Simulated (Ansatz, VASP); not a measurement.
## GaC3: VASP beside Ansatz

Contents of INCAR:

```
PREC = Accurate ; ENCUT = 520
EDIFF = 1E-7 ; ISMEAR = -1
SIGMA = 0.05 ; LREAL = False
LASPH = True ; NELM = 100
ALGO = Normal ; ISIF = 2
LWAVE = False ; LCHARG = False
GGA = PS ; NBANDS = 20
```

KPOINTS

```
Automatic mesh
0
Gamma
  7 7 7
```

File POSCAR:

```
GaC3
1.0
    3.3189480000      0.0000000000      0.0000000000
    0.0000000000      3.3189480000      0.0000000000
    0.0000000000      0.0000000000      3.3189480000
Ga C
1 3
Direct
    0.0000000000      0.0000000000      0.0000000000
    0.0000000000      0.5000000000      0.5000000000
    0.5000000000      0.0000000000      0.5000000000
    0.5000000000      0.5000000000      0.0000000000
```

Input for Ansatz:

```yaml
crystal:
  lattice:
    - [3.318948, 0.0, 0.0]
    - [0.0, 3.318948, 0.0]
    - [0.0, 0.0, 3.318948]
  atoms:
    - { symbol: Ga, position: [0.0, 0.0, 0.0] }
    - { symbol: C, position: [0.0, 0.5, 0.5] }
    - { symbol: C, position: [0.5, 0.0, 0.5] }
    - { symbol: C, position: [0.5, 0.5, 0.0] }
basis:
  ecutwfc: 470.0
kpoints:
  mp_grid:
    grid: [7, 7, 7]
hamiltonian:
  xc: pbesol
  pseudopotentials:
    kind: paw
scf:
  occupations:
    method: fermi_dirac
    width: 0.05
output:
  stress: true
```

Alike in both runs: task single point; functional PBEsol; k mesh 7 × 7 × 7; occupations fermi-dirac, width 0.05 eV; no spin polarisation.

|  | VASP | Ansatz |
| --- | --- | --- |
| version | VASP 6.6.1 | Ansatz 0.2.0 |
| potentials or method | VASP PAW PBE potentials, release 64 (Ga_d, C), cutoff 520 eV | plane waves, PAW |
| valence electrons in the cell | 25 | 25 |

```csv
,VASP,Ansatz,Ansatz less VASP
pressure (GPa),-3.9,-4.3,-0.39
```

VASP's potentials were made for PBE, not for PBEsol. The functional is the same, so the differences come from potentials, cutoffs and numerics.
